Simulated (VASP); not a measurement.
# ScAl3N4 (Cm) in VASP: further runs

ScAl3N4 is run at these levels: PBEsol; tasks: single point.

Program: VASP 6.6.1. These are calculated values, not measurements. Logs are shortened: lines on timing, memory, paths and dates and some standing lists are left out, and cuts for length are marked.

### 1 The cell of the first run

The structure is monoclinic, space group Cm (No. 8). Conventional cell: a = 11.529 Å, b = 3.209 Å, c = 5.604 Å, α = 90.00°, β = 119.04°, γ = 90.00°. Sc (site symmetry m) has 4 N at 1.88 to 2.41 Å within 2.5 Å. Within 2.4 Å of Al (site symmetry m) lie 4 N at 1.84 to 2.38 Å. Within 2.5 Å of Al (site symmetry m) lie 4 N at 1.87 to 2.36 Å. Within 2.5 Å of Al (site symmetry m) lie 4 N at 1.86 to 2.37 Å. Within 2.5 Å of N (site symmetry m) lie 3 Al at 1.86 to 1.87 Å and 1 Sc at 2.41 Å. N (site symmetry m) has 4 Al at 1.87 to 2.38 Å within 2.5 Å. Within 2.4 Å of N (site symmetry m) lie 2 Al at 1.84 to 2.36 Å and 2 Sc at 1.88 Å. Within 2.5 Å of N (site symmetry m) lie 3 Al at 1.85 to 2.37 Å and 1 Sc at 1.90 Å.

### 2 Single point, PBEsol (atoms moved along the polar distortion)

File INCAR:

```
  PREC = Accurate
  ENCUT = 520
  EDIFF = 1E-6
  ISMEAR = 0
  SIGMA = 0.01
  LREAL = False
  LASPH = True
  NELM = 80
  ALGO = Normal
  ISIF = 2
  LWAVE = False
  LCHARG = False
  GGA = PS
  NBANDS = 30
```

File KPOINTS:

```
Automatic mesh
0
Gamma
  10 8 10
```

File POSCAR:

```
ScAl3N4
1.0
   -3.2085883332      0.0000000000      0.0000000000
    0.0000000000      5.6037523390     -0.0022451692
    1.6042941666     -2.7998414826     -5.0387629932
Sc Al N
1 3 4
Direct
    0.0236067167      0.3562070966      0.0472134334
    0.5221148347      0.8562261561      0.0442296694
    0.7730764496      0.4388614663      0.5461528991
    0.2711620906      0.9388817480      0.5423241812
    0.7847339990      0.1173763965      0.5694679980
    0.2860071606      0.6202561603      0.5720143211
    0.5389684401      0.2004249138      0.0779368802
    0.0363303088      0.7077660623      0.0726606175
```

Potentials or basis: VASP PAW PBE potentials, release 64 (Sc_sv, Al, N).

Launch:

```console
$ cat potpaw_PBE.64/Sc_sv/POTCAR potpaw_PBE.64/Al/POTCAR potpaw_PBE.64/N/POTCAR > POTCAR
$ mpirun -np 1 vasp_std > vasp.out
```

OUTCAR:

```text
PREC = Accurate
   ENCUT = 520
   EDIFF = 1E-6
   ISMEAR = 0
   LREAL = False
   LASPH = True
   NELM = 80
   ISIF = 2
   GGA = PS

 ion  position               nearest neighbor table
   1  0.024  0.356  0.047-   7 1.88   7 1.88   8 1.90   5 2.41   4 3.12   3 3.13   3 3.13   3 3.14
                             4 3.15   4 3.15   2 3.22   2 3.22   2 3.24   2 3.24
   2  0.522  0.856  0.044-   7 1.84   8 1.85   8 1.85   6 2.38   4 3.12   4 3.12   3 3.13   3 3.13
                             3 3.14   4 3.14   1 3.22   1 3.22   1 3.24   1 3.24
   3  0.773  0.439  0.546-   6 1.87   6 1.87   5 1.87   7 2.36   1 3.13   1 3.13   2 3.13   2 3.13
                             1 3.14   2 3.14   4 3.22   4 3.22   4 3.24   4 3.24
   4  0.271  0.939  0.542-   5 1.86   5 1.86   6 1.87   8 2.37   2 3.12   2 3.12   1 3.12   2 3.14
                             1 3.15   1 3.15   3 3.22   3 3.22   3 3.24   3 3.24
   5  0.785  0.117  0.569-   4 1.86   4 1.86   3 1.87   1 2.41
   6  0.286  0.620  0.572-   3 1.87   3 1.87   4 1.87   2 2.38
   7  0.539  0.200  0.078-   2 1.84   1 1.88   1 1.88   3 2.36
   8  0.036  0.708  0.073-   2 1.85   2 1.85   1 1.90   4 2.37

  LATTYP: Found a base centered monoclinic cell.
 ALAT       =    11.5287891523
 B/A-ratio  =     0.2783109562
 C/A-ratio  =     0.4860660313
 COS(beta)  =    -0.4853627588

  Lattice vectors:

 A1 = (   1.6042941666,  -2.7998414826,  -5.0387629932)
 A2 = (  -1.6042941666,  -2.7998414826,  -5.0387629932)
 A3 = (   0.0000000000,   5.6037523390,  -0.0022451692)

Analysis of symmetry for initial positions (statically):
=====================================================================
 Subroutine PRICEL returns:
 Original cell was already a primitive cell.

 Routine SETGRP: Setting up the symmetry group for a
 base centered monoclinic supercell.

 Subroutine GETGRP returns: Found  2 space group operations
 (whereof  2 operations were pure point group operations)
 out of a pool of  4 trial point group operations.

The static configuration has the point symmetry C_1h.

Analysis of symmetry for dynamics (positions and initial velocities):
=====================================================================
 Subroutine PRICEL returns:
 Original cell was already a primitive cell.

 Routine SETGRP: Setting up the symmetry group for a
 base centered monoclinic supercell.

 Subroutine GETGRP returns: Found  2 space group operations
 (whereof  2 operations were pure point group operations)
 out of a pool of  4 trial point group operations.
[... 112 lines left out ...]
   NELM   =     80;   NELMIN=  2; NELMDL= -5     # of ELM steps
   EDIFF  = 0.1E-05   stopping-criterion for ELM
   LREAL  =      F    real-space projection
   EDIFFG = 0.1E-04   stopping-criterion for IOM
   NSW    =      0    number of steps for IOM
   IBRION =     -1    ionic relax: 0-MD 1-quasi-New 2-CG
   NFREE  =      0    steps in history (QN), initial steepest desc. (CG)
   ISIF   =      2    stress and relaxation
   ISYM   =      2    0-nonsym 1-usesym 2-fastsym
   POTIM  = 0.5000    time-step for ionic-motion
   TEBEG  =    0.0;   TEEND  =   0.0 temperature during run
   PSTRESS=    0.0 pullay stress
   NELECT =      40.0000    total number of electrons
   NUPDOWN=      -1.0000    fix difference up-down
   EMIN   =  10.00;   EMAX   =-10.00  energy-range for DOS
   EFERMI =   0.00;   METHOD = LEGACY
   ISMEAR =     0;   SIGMA  =   0.01  broadening in eV -4-tet -1-fermi 0-gaus
   EFERMI_NEDOS =   21; number of points for ismear=-14 and -15
   IALGO  =     38    algorithm
   IMIX   =      4    mixing-type and parameters
     AMIX     =   0.40;   BMIX     =  1.00
     AMIX_MAG =   1.60;   BMIX_MAG =  1.00
  volume/ion in A,a.u.               =      11.33        76.44
  Fermi-wavevector in a.u.,A,eV,Ry     =   1.246494  2.355533 21.140027  1.553748
  Thomas-Fermi vector in A             =   2.380669
   LORBIT       =      0    0 simple, 1 ext, 2 COOP (PROOUT), +10 PAW based schemes
   GGA     = PS    functional components
   LHFCALC =     F    Hartree Fock is set to
   AEXX    =    0.0000 exact exchange contribution
   IVDW    =     0    specifies the selected vdW correction
   LEPSILON=     F    determine dielectric tensor
   LRPA    =     F    only Hartree local field effects (RPA)
 non-spin polarized calculation
 Gauss-broadening in eV      SIGMA  =   0.01
  energy-cutoff  :      520.00
  volume of cell :       90.62
 maximum number of plane-waves:      2467
   NGX = 11   NGY = 21   NGZ = 23

 number of electron      40.0000001 magnetization

 Free energy of the ion-electron system (eV)
  ---------------------------------------------------
  ext. energy  EPLUGINS =         0.00000000
  ---------------------------------------------------
  free energy    TOTEN  =       -63.27974375 eV

  energy without entropy =      -63.27974375  energy(sigma->0) =      -63.27974375

 E-fermi :   6.1233     XC(G=0): -11.0252

 val. band max:        6.0406580484   @ k =   0.0000   0.0000   0.0000
 cond. band min:       8.2914719685   @ k =   0.0000   0.0000   0.0000
 fundamental gap:      2.2508139201
 Fermi energy:         6.1232571089

 k-point     1 :       0.0000    0.0000    0.0000
  band No.  band energies     occupation
      1     -40.6441      2.00000
      2     -19.7688      2.00000
      3     -19.5686      2.00000
      4     -19.5068      2.00000
      5      -9.4094      2.00000
      6      -7.6756      2.00000
[... 781 lines left out ...]
     29      13.6231      0.00000
     30      13.9885      0.00000

 [... further k-points ...]
[... 5 lines left out ...]
  --------------------------------------------------------------------------------------
  -------------------------------------------------------------------------------------
  Total        9.7902029      9.3277390     -8.2285712      0.0000000      0.1629871      0.0000000
  in kB      173.0966793    164.9200386   -145.4860913      0.0000000      2.8817095      0.0000000
  external PRESSURE =      64.1768755 kB  Pullay stress =       0.0000000 kB

 VOLUME and BASIS-vectors are now :
 -----------------------------------------------------------------------------
  energy-cutoff  :      520.00
  volume of cell :       90.62
      direct lattice vectors                 reciprocal lattice vectors
    -3.208588333  0.000000000  0.000000000    -0.311663541 -0.000039748 -0.099208618
     0.000000000  5.603752339 -0.002245169     0.000000000  0.178412136 -0.099136574
     1.604294167 -2.799841483 -5.038762993     0.000000000 -0.000079497 -0.198417235

 POSITION                                       TOTAL-FORCE (eV/Angst)
 -----------------------------------------------------------------------------------
      0.00000      1.86391     -0.23870         0.000000      0.096970      0.913574
     -1.60429      4.67424     -0.22479        -0.000000      0.274420      0.414582
     -1.60429      0.93013     -2.75292        -0.000000     -0.069784      0.633946
      0.00000      3.74284     -2.73475        -0.000000     -0.138282      0.828166
     -1.60429     -0.93667     -2.86968        -0.000000      0.142591     -0.540175
     -0.00000      1.87421     -2.88364        -0.000000      0.083039     -0.440078
     -1.60429      0.90492     -0.39316         0.000000     -3.371529     -1.071869
     -0.00000      3.76271     -0.36771         0.000000      2.982575     -0.738145
 -----------------------------------------------------------------------------------
    total drift:                                0.000046     -0.000047     -0.000660

  FREE ENERGIE OF THE ION-ELECTRON SYSTEM (eV)
  ---------------------------------------------------
  free  energy   TOTEN  =       -63.2797437488 eV

  energy  without entropy=      -63.2797437488  energy(sigma->0) =      -63.27974375
```

OSZICAR:

```text
N       E                     dE             d eps       ncg     rms          rms(c)
DAV:   1     0.395565481057E+03    0.39557E+03   -0.18590E+04 13636   0.129E+03
DAV:   2    -0.237039211494E+02   -0.41927E+03   -0.40175E+03 15284   0.387E+02
DAV:   3    -0.728954303158E+02   -0.49192E+02   -0.48031E+02 19474   0.129E+02
DAV:   4    -0.747405460802E+02   -0.18451E+01   -0.18393E+01 20772   0.282E+01
DAV:   5    -0.747669460670E+02   -0.26400E-01   -0.26385E-01 17864   0.333E+00    0.268E+01
DAV:   6    -0.633077642408E+02    0.11459E+02   -0.48010E+01 22512   0.454E+01    0.108E+01
DAV:   7    -0.633788826460E+02   -0.71118E-01   -0.33248E+00 20844   0.120E+01    0.732E+00
DAV:   8    -0.632898717635E+02    0.89011E-01   -0.31323E-01 19958   0.403E+00    0.101E+00
DAV:   9    -0.632797470400E+02    0.10125E-01   -0.30134E-02 18516   0.108E+00    0.432E-01
DAV:  10    -0.632797692769E+02   -0.22237E-04   -0.14067E-02 20104   0.700E-01    0.197E-01
DAV:  11    -0.632797739799E+02   -0.47030E-05   -0.25167E-03 17922   0.293E-01    0.723E-02
DAV:  12    -0.632797430715E+02    0.30908E-04   -0.38302E-04 18978   0.139E-01    0.197E-02
DAV:  13    -0.632797459624E+02   -0.28909E-05   -0.65826E-05 21148   0.530E-02    0.149E-02
DAV:  14    -0.632797439533E+02    0.20091E-05   -0.55808E-06 17832   0.158E-02    0.782E-03
DAV:  15    -0.632797437488E+02    0.20450E-06   -0.20896E-06 12524   0.824E-03
   1 F= -.63279744E+02 E0= -.63279744E+02  d E =-.165249E-34
```

It took 7 min on 1 thread of Intel Xeon Platinum 8488C (Sapphire Rapids), shared host; peak memory 0.61 GiB.

Results:

```
Free energy            : -63.2797 eV
Pressure               : 6.4 GPa
Largest force          : 3.538 eV/Å
Band gap on the k mesh : 2.25 eV
```

Forces on the atoms (eV/Å):
```
Sc   0.000  0.097  0.914
Al   0.000  0.274  0.415
Al   0.000 -0.070  0.634
Al   0.000 -0.138  0.828
N    0.000  0.143 -0.540
N    0.000  0.083 -0.440
N    0.000 -3.372 -1.072
N    0.000  2.983 -0.738
```

Stress tensor (GPa, compression positive):
```
 17.31   0.00   0.00
  0.00  16.49   0.29
  0.00   0.29 -14.55
```

Caveat: the cell differs from its parent crystal (atoms moved along the polar distortion); the stress differs along the axes, from -15 to 17 GPa; the PAW data sets were made with another functional, which shifts forces and pressure a little. A k mesh can miss the band edges.

(Continued in part 2 of 2.)
